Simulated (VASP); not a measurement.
# BeTe in VASP: notebook, part 2 of 2

VASP 6.6.1. The steps go on from the part before.

## 3. Single point, LDA (strain -0.080 along x and y, -0.040 along z)

Input file INCAR:

```
PREC     = Accurate       # precision mode
ENCUT    = 520            # plane-wave cutoff, eV
EDIFF    = 1E-6           # SCF threshold, eV
ISMEAR   = 0              # smearing method
SIGMA    = 0.05           # smearing width, eV
LREAL    = False          # projectors in reciprocal space
LASPH    = True           # aspherical terms in the spheres
NELM     = 100            # most SCF steps
ALGO     = Normal         # electronic algorithm
ISIF     = 2              # what is computed and relaxed
LWAVE    = False          # write WAVECAR
LCHARG   = False          # write CHGCAR
NBANDS   = 11             # bands
```

Input file KPOINTS:

```
Automatic mesh
0
Gamma
  8 8 8
```

Input file POSCAR:

```
BeTe
1.0
    0.0000000000      2.5484000000      2.6592000000
    2.5484000000      0.0000000000      2.6592000000
    2.5484000000      2.5484000000      0.0000000000
Be Te
1 1
Direct
    0.0000000000      0.0000000000      0.0000000000
    0.7500000000      0.7500000000      0.7500000000
```

Potentials or basis: VASP PAW LDA potentials, release 64 (Be, Te).

The run is started by

```bash
$ cat potpaw_LDA.64/Be/POTCAR potpaw_LDA.64/Te/POTCAR > POTCAR
$ mpirun -np 1 vasp_std > vasp.out
```

Run time: 17 s. Hardware: 1 thread of Intel Xeon Platinum 8488C (Sapphire Rapids), shared host; peak memory 0.15 GiB.

The run converged. Its results:

```
Free energy            : -8.2383 eV
Pressure               : 21.6 GPa
Band gap on the k mesh : 0.91 eV, indirect (least direct gap 3.15 eV)
```

Stress tensor (GPa, compression positive):
```
22.74  0.00  0.00
 0.00 22.74  0.00
 0.00  0.00 19.40
```

Levels at points of the mesh, in eV from the valence-band top:
```
           k point  band 1  band 2  band 3  band 4  band 5  band 6  band 7  band 8
(0.00, 0.00, 0.00)  -14.42   -0.32    0.00    0.00    3.15    3.15    3.25    5.68
(0.50, 0.00, 0.00)  -12.34   -7.52   -2.00   -1.50    3.45    4.33    4.44    7.31
(0.50, 0.50, 0.00)  -11.76   -6.94   -3.61   -3.61    1.33    2.35   11.13   11.13
(0.50, 0.00, 0.50)  -11.47   -6.65   -4.04   -3.93    0.91    1.97   10.80   11.25
```

Caveat: the cell differs from its parent crystal (strain -0.080 along x and y, -0.040 along z); spin-orbit coupling is left out, which moves the levels of the heavy elements. A k mesh can miss the band edges.

## 4. Single point, LDA (strain -0.040 along x and y, +0.000 along z)

Input file INCAR:

```
ALGO = Normal ; EDIFF = 1E-6
ENCUT = 520 ; GGA = CA
ISIF = 2 ; ISMEAR = 0
LASPH = T ; LCHARG = F
LREAL = F ; LWAVE = F
NBANDS = 11 ; NELM = 80
PREC = Accurate ; SIGMA = 0.05
```

Input file KPOINTS:

```
k-points
0
Gamma
  8 8 8
```

Input file POSCAR:

```
BeTe
1.0
    0.0000000000      2.6592000000      2.7700000000
    2.6592000000      0.0000000000      2.7700000000
    2.6592000000      2.6592000000      0.0000000000
Be Te
1 1
Direct
    0.0000000000      0.0000000000      0.0000000000
    0.7500000000      0.7500000000      0.7500000000
```

Potentials or basis: VASP PAW LDA potentials, release 64 (Be, Te).

The run is started by

```bash
$ cat potpaw_LDA.64/Be/POTCAR potpaw_LDA.64/Te/POTCAR > POTCAR
$ mpirun -np 1 vasp_std > vasp.out
```

OUTCAR:

```text
EDIFF = 1E-6
   ENCUT = 520
   GGA = CA
   ISIF = 2
   ISMEAR = 0
   LASPH = T
   LREAL = F
   NELM = 80
   PREC = Accurate

 ion  position               nearest neighbor table
   1  0.000  0.000  0.000-   2 2.34   2 2.34   2 2.34   2 2.34
   2  0.750  0.750  0.750-   1 2.34   1 2.34   1 2.34   1 2.34

  LATTYP: Found a body centered tetragonal cell.
 ALAT       =     3.7606767051
 C/A-ratio  =     1.4731391275

  Lattice vectors:

 A1 = (  -2.6592000000,   0.0000000000,   2.7700000000)
[... 514 lines left out ...]
      6      11.4366      0.00000
      7      12.1272      0.00000
      8      12.9541      0.00000
      9      16.2870      0.00000
     10      17.3808      0.00000
     11      17.8933      0.00000

 [... further k-points ...]
[... 5 lines left out ...]
  --------------------------------------------------------------------------------------
  -------------------------------------------------------------------------------------
  Total        1.9998163      1.9998163      1.2772593      0.0000000      0.0000000      0.0000000
  in kB       81.7878736     81.7878736     52.2369597      0.0000000      0.0000000      0.0000000
  external PRESSURE =      71.9375689 kB  Pullay stress =       0.0000000 kB

 VOLUME and BASIS-vectors are now :
 -----------------------------------------------------------------------------
  energy-cutoff  :      520.00
  volume of cell :       39.18
      direct lattice vectors                 reciprocal lattice vectors
     0.000000000  2.659200000  2.770000000    -0.188026474  0.188026474  0.180505415
     2.659200000  0.000000000  2.770000000     0.188026474 -0.188026474  0.180505415
     2.659200000  2.659200000  0.000000000     0.188026474  0.188026474 -0.180505415

 POSITION                                       TOTAL-FORCE (eV/Angst)
 -----------------------------------------------------------------------------------
      0.00000      0.00000      0.00000        -0.000000     -0.000000     -0.000000
      3.98880      3.98880      4.15500         0.000000      0.000000      0.000000
 -----------------------------------------------------------------------------------
    total drift:                               -0.000000     -0.000000     -0.000000

  FREE ENERGIE OF THE ION-ELECTRON SYSTEM (eV)
  ---------------------------------------------------
  free  energy   TOTEN  =        -8.6368526738 eV

  energy  without entropy=       -8.6368526738  energy(sigma->0) =       -8.63685267
```

It took 14 s on 1 thread of Intel Xeon Platinum 8488C (Sapphire Rapids), shared host; peak memory 0.16 GiB.

What came out:

```
Free energy            : -8.6369 eV
Pressure               : 7.2 GPa
Band gap on the k mesh : 1.34 eV, indirect (least direct gap 3.35 eV)
```

Stress tensor (GPa, compression positive):
```
8.18 0.00 0.00
0.00 8.18 0.00
0.00 0.00 5.22
```

Caveat: the cell differs from its parent crystal (strain -0.040 along x and y, +0.000 along z); spin-orbit coupling is left out, which moves the levels of the heavy elements. A k mesh can miss the band edges.

## 5. Summary

```csv
cell,gap on the mesh (eV),pressure (GPa)
"a = 4.231 Å, angles 60.0°, 2 atoms",2.23,-9.0
"a = 3.683, b = 3.683, c = 3.604 Å, angles 60.7, 60.7, 58.6°, 2 atoms",0.91,21.6
"a = 3.840, b = 3.840, c = 3.761 Å, angles 60.7, 60.7, 58.6°, 2 atoms",1.34,7.2
```

Alike in all rows: task single point; level LDA; potentials or basis VASP PAW LDA potentials, release 64 (Be, Te); no spin polarisation; k mesh 8 × 8 × 8; cutoff (eV) 520; smearing gaussian 0.05 eV.

Caveats: spin-orbit coupling is left out, which moves the levels of the heavy elements.

Total energies depend on the potentials used, so only differences within one code and one set of settings carry meaning.
